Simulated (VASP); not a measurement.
Wanted: the native input for a VASP 6.6.1 run.

| Item | Value |
| --- | --- |
| Task | single point |
| Functional | PBE |
| Potentials or basis | VASP PAW PBE potentials, release 64 (Al, Ga_d, Sb) |
| Cutoff | 500 eV |
| k mesh | 12 × 12 × 4 |
| Occupations | gaussian, width 0.01 eV |
| Spin | no spin polarisation |
| Dipole correction | no |
| Further INCAR settings | ALGO = Normal; EDIFF = 1e-06; NBANDS = 31 |

The structure of AlGa2Sb3 lies in POSCAR:

```
AlGa2Sb3
1.0
    4.3969112339      0.0000000000      0.0000000000
   -2.1984556169      3.8078368267      0.0000000000
    0.0000000000      0.0000000000     10.7679483121
Al Ga Sb
1 2 3
Direct
    0.3333333333      0.6666666667      0.4163395234
    0.0000000000      0.0000000000      0.7504716217
    0.6666666667      0.3333333333      0.0829808636
    0.0000000000      0.0000000000     -0.0000054056
    0.3333333333      0.6666666667      0.6669218823
    0.6666666667      0.3333333333      0.3332915145
```

These files were run (other wordings do the same):

INCAR

```
  PREC = Accurate
  ENCUT = 500
  EDIFF = 1E-6
  ISMEAR = 0
  SIGMA = 0.01
  LREAL = False
  LASPH = True
  NELM = 120
  ALGO = Normal
  ISIF = 2
  LWAVE = False
  LCHARG = False
  GGA = PE
  NBANDS = 31
  GGA_COMPAT = False
```

KPOINTS

```
regular mesh
0
Gamma
  12 12 4
```

Potentials or basis: VASP PAW PBE potentials, release 64 (Al, Ga_d, Sb).

Command:

```bash
$ cat potpaw_PBE.64/Al/POTCAR potpaw_PBE.64/Ga_d/POTCAR potpaw_PBE.64/Sb/POTCAR > POTCAR
$ mpirun -np 1 vasp_std > vasp.out
```

It gave:

| Quantity | Value |
| --- | --- |
| Pressure | 0.1 GPa |
| Largest force | 0.009 eV/Å |
| Band gap on the k mesh | 0.06 eV |

Caveat: semilocal functionals underestimate gaps, and a narrow one can read as zero; spin-orbit coupling is left out, which moves the levels of the heavy elements.

Wall time 4.1 min on 1 thread of Oxide Virtual Turin-like Processor, on a shared host, peak memory 0.46 GiB.
